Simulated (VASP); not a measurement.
Here is a VASP 6.6.1 calculation.

Contents of INCAR:

```
SYSTEM = Pd
PREC = Accurate ; ENCUT = 520
EDIFF = 1E-6 ; ISMEAR = 0
SIGMA = 0.15 ; LREAL = .FALSE.
LASPH = .TRUE. ; NELM = 60
ALGO = Normal ; ISIF = 2
LWAVE = .FALSE. ; LCHARG = .FALSE.
GGA = PS ; NBANDS = 11
```

The input KPOINTS:

```
Automatic mesh
0
G
  20 20 20
  0 0 0
```

The input POSCAR:

```
Pd
1.0
    0.0000000000      1.9449000000      2.0615940000
    1.9449000000      0.0000000000      2.0615940000
    1.9449000000      1.9449000000      0.0000000000
Pd
1
Direct
    0.0000000000      0.0000000000      0.0000000000
```

Potentials or basis: VASP PAW PBE potentials, release 64 (Pd).

Command:

```console
$ cat potpaw_PBE.64/Pd/POTCAR > POTCAR
$ mpirun -np 1 vasp_std > vasp.out
```

Q: What does it give for the pressure?

A: -11.7 GPa.

Q: Estimate the band gap on the k mesh.

A: Zero (bands 5 and 6 overlap by 1.63 eV).

Stress tensor (GPa, compression positive):
```
-10.62   0.00   0.00
  0.00 -10.62   0.00
  0.00   0.00 -13.80
```

Caveat: the cell differs from its parent crystal (strain +0.0600 x Voigt [0, 0, 1, 0, 0, 0]); the cell stands under tension; the PAW data sets were made with another functional, which shifts forces and pressure a little.
